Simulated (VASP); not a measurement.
# C (Fd-3m) in VASP: a series of runs

C is run at these levels: PBE; tasks: G0W0 quasiparticle levels.

Program: VASP 6.6.1. These are calculated values, not measurements. Logs are shortened: lines on timing, memory, paths and dates and some standing lists are left out, and cuts for length are marked.

### Step 1. The cell of the first run

It takes space group Fd-3m (No. 227, cubic). Conventional cell: a = 3.667 Å, b = 3.667 Å, c = 3.667 Å, α = 90.00°, β = 90.00°, γ = 90.00°. Within 2.1 Å of C (site symmetry -43m) lie 4 C at 1.59 Å.

### Step 2. G0W0 quasiparticle levels, PBE

POSCAR

```
C
1.0
    0.0000000000      1.8335278668      1.8335278668
    1.8335278668      0.0000000000      1.8335278668
    1.8335278668      1.8335278668      0.0000000000
C
2
Direct
    0.0000000000      0.0000000000      0.0000000000
    0.2500000000      0.2500000000      0.2500000000
```

INCAR.step1

```
SYSTEM = C
PREC = Accurate
ENCUT = 500
EDIFF = 1E-8
ISMEAR = 0
SIGMA = 0.01
LREAL = .False.
LASPH = .True.
NELM = 100
ALGO = Normal
LWAVE = .True.
LCHARG = .False.
GGA = PE
```

INCAR.step2

```
SYSTEM = C
PREC = Accurate
ENCUT = 500
EDIFF = 1E-8
ISMEAR = 0
SIGMA = 0.01
LREAL = .False.
LASPH = .True.
NELM = 1
ALGO = Exact
LWAVE = .True.
LCHARG = .False.
GGA = PE
NBANDS = 55
LOPTICS = .True.
ISTART = 1
```

INCAR.step3

```
SYSTEM = C
PREC = Accurate
ENCUT = 500
EDIFF = 1E-8
ISMEAR = 0
SIGMA = 0.01
LREAL = .False.
LASPH = .True.
ALGO = EVGW0
LWAVE = .False.
LCHARG = .False.
GGA = PE
NELMGW = 1
NBANDS = 55
ENCUTGW = 150.0
NOMEGA = 48
PRECFOCK = Fast
ISTART = 1
NBANDSGW = 12
```

KPOINTS

```
Automatic mesh
0
Gamma
  6 6 6
  0 0 0
```

Potentials or basis: VASP PAW PBE potentials, release 64 (C_GW).

On the command line:

```console
$ cat potpaw_PBE.64/C_GW/POTCAR > POTCAR
$ cp INCAR.step1 INCAR
$ mpirun -np 1 vasp_std > vasp.out
$ cp INCAR.step2 INCAR
$ mpirun -np 1 vasp_std > vasp.out
$ cp INCAR.step3 INCAR
$ mpirun -np 1 vasp_std > vasp.out
```

OUTCAR:

```text
SYSTEM = C
   PREC = Accurate
   ENCUT = 500
   EDIFF = 1E-8
   ISMEAR = 0
   LREAL = .False.
   LASPH = .True.
   GGA = PE
   NELMGW = 1
   ENCUTGW = 150.0
   PRECFOCK = Fast
   ISTART = 1

 ion  position               nearest neighbor table
   1  0.000  0.000  0.000-   2 1.59   2 1.59   2 1.59   2 1.59
   2  0.250  0.250  0.250-   1 1.59   1 1.59   1 1.59   1 1.59

  LATTYP: Found a face centered cubic cell.
 ALAT       =     3.6670557336

  Lattice vectors:

 A1 = (   0.0000000000,   1.8335278668,   1.8335278668)
 A2 = (   1.8335278668,   0.0000000000,   1.8335278668)
 A3 = (   1.8335278668,   1.8335278668,   0.0000000000)

Analysis of symmetry for initial positions (statically):
=====================================================================
 Subroutine PRICEL returns:
 Original cell was already a primitive cell.

 Routine SETGRP: Setting up the symmetry group for a
 face centered cubic supercell.

 Subroutine GETGRP returns: Found 48 space group operations
 (whereof 24 operations were pure point group operations)
 out of a pool of 48 trial point group operations.

The static configuration has the point symmetry T_d .
 The point group associated with its full space group is O_h .

Analysis of symmetry for dynamics (positions and initial velocities):
=====================================================================
 Subroutine PRICEL returns:
 Original cell was already a primitive cell.

 Routine SETGRP: Setting up the symmetry group for a
 face centered cubic supercell.

 Subroutine GETGRP returns: Found 48 space group operations
 (whereof 24 operations were pure point group operations)
 out of a pool of 48 trial point group operations.

The dynamic configuration has the point symmetry T_d .
 The point group associated with its full space group is O_h .

 Subroutine INISYM returns: Found 48 space group operations
 (whereof 24 operations are pure point group operations),
 and found     1 'primitive' translations

----------------------------------------------------------------------------------------

                                     Primitive cell

  volume of cell :      12.3280

  direct lattice vectors                    reciprocal lattice vectors
     0.000000000  1.833527867  1.833527867    -0.272698337  0.272698337  0.272698337
     1.833527867  0.000000000  1.833527867     0.272698337 -0.272698337  0.272698337
     1.833527867  1.833527867  0.000000000     0.272698337  0.272698337 -0.272698337

  length of vectors
     2.592999976  2.592999976  2.592999976     0.472327375  0.472327375  0.472327375

  position of ions in fractional coordinates (direct lattice)
     0.000000000  0.000000000  0.000000000
     0.250000000  0.250000000  0.250000000

  ion indices of the primitive-cell ions
   primitive index   ion index
                 1           1
                 2           2

----------------------------------------------------------------------------------------

 KPOINTS: Automatic mesh

Automatic generation of k-mesh.
 Grid dimensions read from file:
 generate k-points for:    6    6    6

 Generating k-lattice:

  Cartesian coordinates                     Fractional coordinates (reciprocal lattice)
    -0.045449723  0.045449723  0.045449723     0.166666667  0.000000000  0.000000000
     0.045449723 -0.045449723  0.045449723     0.000000000  0.166666667  0.000000000
     0.045449723  0.045449723 -0.045449723     0.000000000  0.000000000  0.166666667

  Length of vectors
     0.078721229  0.078721229  0.078721229

  Shift w.r.t. Gamma in fractional coordinates (k-lattice)
     0.000000000  0.000000000  0.000000000

 Subroutine IBZKPT returns following result:
 ===========================================

 Found     16 irreducible k-points:

 Following reciprocal coordinates:
            Coordinates               Weight
  0.000000  0.000000  0.000000      1.000000
  0.166667  0.000000  0.000000      8.000000
  0.333333  0.000000  0.000000      8.000000
  0.500000  0.000000  0.000000      4.000000
  0.166667  0.166667  0.000000      6.000000
  0.333333  0.166667  0.000000     24.000000
[... 8 lines left out ...]
 -0.333333  0.333333  0.166667     24.000000
 -0.333333  0.500000  0.166667     12.000000
   k-points           NKPTS =     16   k-points in BZ     NKDIM =    216   number of bands    NBANDS=     55
   number of dos      NEDOS =    301   number of ions     NIONS =      2
   total plane-waves  NPLWV =   8000
   dimension x,y,z NGX =    20 NGY =   20 NGZ =   20
   dimension x,y,z NGXF=    40 NGYF=   40 NGZF=   40
   ions per type =               2
   NGX,Y,Z   is equivalent  to a cutoff of  12.82, 12.82, 12.82 a.u.
   NGXF,Y,Z  is equivalent  to a cutoff of  25.65, 25.65, 25.65 a.u.
 SYSTEM =  C
   PREC   = accura    normal or accurate (medium, high low for compatibility)
   ISTART =      1    job   : 0-new  1-cont  2-samecut
   ICHARG =      0    charge: 1-file 2-atom 10-const
   ISPIN  =      1    spin polarized calculation?
   LNONCOLLINEAR =      F non collinear calculations
   LSORBIT =      F    spin-orbit coupling
   LASPH  =      T    aspherical Exc in radial PAW
   ENCUT  =  500.0 eV  36.75 Ry    6.06 a.u.   4.73  4.73  4.73*2*pi/ulx,y,z
   NELM   =     60;   NELMIN=  2; NELMDL=  0     # of ELM steps
   EDIFF  = 0.1E-07   stopping-criterion for ELM
   LREAL  =      F    real-space projection
   EDIFFG = 0.1E-06   stopping-criterion for IOM
   NSW    =      0    number of steps for IOM
   IBRION =     -1    ionic relax: 0-MD 1-quasi-New 2-CG
   NFREE  =      0    steps in history (QN), initial steepest desc. (CG)
   ISIF   =      0    stress and relaxation
   ISYM   =      3    0-nonsym 1-usesym 2-fastsym
   POTIM  = 0.5000    time-step for ionic-motion
   TEBEG  =    0.0;   TEEND  =   0.0 temperature during run
   PSTRESS=    0.0 pullay stress
   NELECT =       8.0000    total number of electrons
   NUPDOWN=      -1.0000    fix difference up-down
   EMIN   =  10.00;   EMAX   =-10.00  energy-range for DOS
   EFERMI =   0.00;   METHOD = LEGACY
   ISMEAR =     0;   SIGMA  =   0.01  broadening in eV -4-tet -1-fermi 0-gaus
   EFERMI_NEDOS =   21; number of points for ismear=-14 and -15
   IALGO  =     38    algorithm
   IMIX   =      4    mixing-type and parameters
     AMIX     =   0.40;   BMIX     =  1.00
     AMIX_MAG =   1.60;   BMIX_MAG =  1.00
  volume/ion in A,a.u.               =       6.16        41.60
  Fermi-wavevector in a.u.,A,eV,Ry     =   1.417340  2.678384 27.332092  2.008852
  Thomas-Fermi vector in A             =   2.538580
   LORBIT       =      0    0 simple, 1 ext, 2 COOP (PROOUT), +10 PAW based schemes
   GGA     = PE    functional components
   LHFCALC =     T    Hartree Fock is set to
   PRECFOCK=fast      Normal, Fast or Accurate (Low or Medium for compatibility)
   ENCUT4O =  -1.0   cutoff for four orbital integrals eV
   NKREDX  =     1    reduce k-point grid by
   NKREDY  =     1    reduce k-point grid by
   NKREDZ  =     1    reduce k-point grid by
   AEXX    =    1.0000 exact exchange contribution
   HFSCREEN=    0.0000 screening length (either q_TF or 0.3 A-1)
   HFSCREENC=   0.0000 screening length for correlation (either q_TF or 0.3 A-1)
   ENCUTFOCK=  -1.0 apply spherical cutoff to Coloumb kernel
   IVDW    =     0    specifies the selected vdW correction
   LEPSILON=     F    determine dielectric tensor
   LRPA    =     F    only Hartree local field effects (RPA)
   LRPAFORCE           =     F    calculate RPA forces
   ENCUTGW             = 150.0    cutoff for response function in eV
   ENCUTGWSOFT         = 120.0    soft cutoff for Coulomb kernel in GW response function in eV
   ENCUTLF             =  -1.0    cutoff for local field effects
   NELMGW              =     1    number of iterations in solving QP/BSE equation
   NELMHF              =     1    number of iterations in the inner HF iteration
   NKREDLFX            =     1    NKREDLFY  =   1   NKREDLFZ  =   1
 non-spin polarized calculation
 Gauss-broadening in eV      SIGMA  =   0.01
  energy-cutoff  :      500.00
  volume of cell :       12.33
 maximum number of plane-waves:       331
  NGX = 12; NGY = 12; NGZ = 12
   NGX =  9   NGY =  9   NGZ =  9
 maximum number of plane-waves:        59

 QP shifts <psi_nk| G(iteration)W_0 |psi_nk>: iteration 1
 for sc-GW calculations column KS-energies equals QP-energies in previous step
 and V_xc(KS)=  KS-energies - (<T + V_ion + V_H > + <T+V_H+V_ion>^1  + <V_x>^1)

 k-point   1 :       0.0000    0.0000    0.0000
  band No.  KS-energies  QP-energies   sigma(KS)   V_xc(KS)     V^pw_x(r,r')   Z            occupation Imag(sigma)

      1     -11.7949     -13.3437     -16.5792     -14.5109     -24.9002       0.7488       2.0000       1.4327
      2       8.5939       8.0706     -17.1262     -16.4873     -18.7957       0.8191       2.0000       0.0759
      3       8.5939       8.0706     -17.1262     -16.4873     -18.7957       0.8191       2.0000       0.0759
      4       8.5939       8.0706     -17.1262     -16.4873     -18.7957       0.8191       2.0000       0.0759
      5      13.9573      15.0708     -13.8853     -15.2509      -9.0883       0.8154       0.0000      -0.1071
      6      13.9573      15.0708     -13.8853     -15.2509      -9.0883       0.8154       0.0000      -0.1071
      7      13.9573      15.0708     -13.8853     -15.2509      -9.0883       0.8154       0.0000      -0.1071
      8      20.0625      21.1201     -14.8966     -16.2747      -8.0512       0.7674       0.0000      -0.2245
      9      26.8612      27.1616     -11.0584     -11.4324      -4.1517       0.8031       0.0000      -0.3996
     10      34.2402      35.2678     -12.2124     -13.4561      -5.6494       0.8262       0.0000      -0.5990
     11      34.2402      35.2678     -12.2124     -13.4561      -5.6494       0.8262       0.0000      -0.5990
     12      35.2177      35.6721     -10.5579     -11.1077      -3.0954       0.8265       0.0000      -1.0566

 k-point   2 :       0.1667    0.0000    0.0000
  band No.  KS-energies  QP-energies   sigma(KS)   V_xc(KS)     V^pw_x(r,r')   Z            occupation Imag(sigma)
[... 225 lines left out ...]
      1      -3.1418      -4.3934     -17.1751     -15.5126     -22.9552       0.7529       2.0000       0.4247
      2      -3.1418      -4.3934     -17.1751     -15.5126     -22.9552       0.7529       2.0000       0.4247
      3       1.4143       0.3947     -16.1050     -14.8107     -19.7327       0.7877       2.0000       0.1693
      4       1.4143       0.3947     -16.1050     -14.8107     -19.7327       0.7877       2.0000       0.1693
      5      16.4192      17.3047     -12.9740     -14.0618      -7.4841       0.8140       0.0000      -0.1387
      6      16.4192      17.3047     -12.9740     -14.0618      -7.4841       0.8140       0.0000      -0.1387
      7      22.0582      23.4137     -14.2062     -15.9731      -6.8761       0.7671       0.0000      -0.2867
      8      22.0582      23.4137     -14.2062     -15.9731      -6.8761       0.7671       0.0000      -0.2867
      9      29.0125      30.1394     -13.3516     -14.8021      -5.3354       0.7768       0.0000      -0.6105
     10      29.0125      30.1394     -13.3516     -14.8021      -5.3354       0.7768       0.0000      -0.6105
     11      37.9505      38.8018     -11.8782     -12.9383      -4.0890       0.8030       0.0000      -1.0403
     12      37.9505      38.8018     -11.8782     -12.9383      -4.0890       0.8030       0.0000      -1.0403
```

It took 88 s on 1 thread of Intel Xeon 8259CL, shared host; peak memory 0.22 GiB.

What came out:

* Quasiparticle gap: 5.21 eV
* Least direct quasiparticle gap: 7.00 eV
* Band gap of the starting levels on the mesh: 3.97 eV
* Least direct gap of the starting levels on the mesh: 5.36 eV

Caveat: the k points lie up to 0.49 Å⁻¹ apart; bands, screening cutoff and mesh are small and nothing is extrapolated, so the quasiparticle values aren't converged.

[end of part 1 of 2]
